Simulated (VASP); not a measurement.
## In2GaP3: single point with PBE

The system is In2GaP3.

```
In Ga P
1.0
     4.10986    0.00000    0.00000
    -2.05493    3.55924    0.00000
     0.00000    0.00000   10.08690
In Ga P
2 1 3
Direct
  0.00000 0.00000 0.99329
  0.66667 0.33333 0.33920
  0.33333 0.66667 0.66592
  0.00000 0.00000 0.73728
  0.33333 0.66667 0.42971
  0.66667 0.33333 0.08459
```

```
Program             : VASP 6.6.1
Task                : single point
Functional          : PBE
Potentials or basis : VASP PAW PBE potentials, release 64 (In_d, Ga_d, P)
Cutoff              : 520 eV
k mesh              : 6 × 6 × 2
Occupations         : gaussian, width 0.1 eV
Spin                : no spin polarisation
```

| Quantity | Value |
| --- | --- |
| Pressure | -0.1 GPa |
| Largest force | 0.018 eV/Å |
| Band gap on the k mesh | 0.42 eV |

Forces on the atoms (eV/Å):
```
In   0.000  0.000 -0.010
In   0.000  0.000 -0.010
Ga   0.000  0.000 -0.018
P    0.000  0.000  0.017
P    0.000  0.000  0.010
P    0.000  0.000  0.011
```

Stress tensor (GPa, compression positive):
```
-0.03  0.00  0.00
 0.00 -0.03  0.00
 0.00  0.00 -0.15
```

Levels at points of the mesh, in eV from the valence-band top:
| k point | band 25 | band 26 | band 27 | band 28 | band 29 | band 30 |
| --- | --- | --- | --- | --- | --- | --- |
| (0.00, 0.00, 0.00) | -0.15 | 0.00 | 0.00 | 0.42 | 1.32 | 1.95 |
| (0.50, 0.00, 0.00) | -2.17 | -1.47 | -1.29 | 1.65 | 1.91 | 2.49 |
| (0.00, 0.00, 0.50) | -0.40 | -0.21 | -0.21 | 0.86 | 1.88 | 2.05 |
| (0.50, 0.00, 0.50) | -1.89 | -1.04 | -0.96 | 1.27 | 1.94 | 2.44 |

Wall time 62 s on 1 thread of Intel(R) Xeon(R) Platinum 8488C (Sapphire Rapids), on a shared host, peak memory 0.3 GiB.

Caveat: semilocal functionals underestimate gaps, and a narrow one can read as zero; spin-orbit coupling is left out, which moves the levels of the heavy elements. A k mesh can miss the band edges.
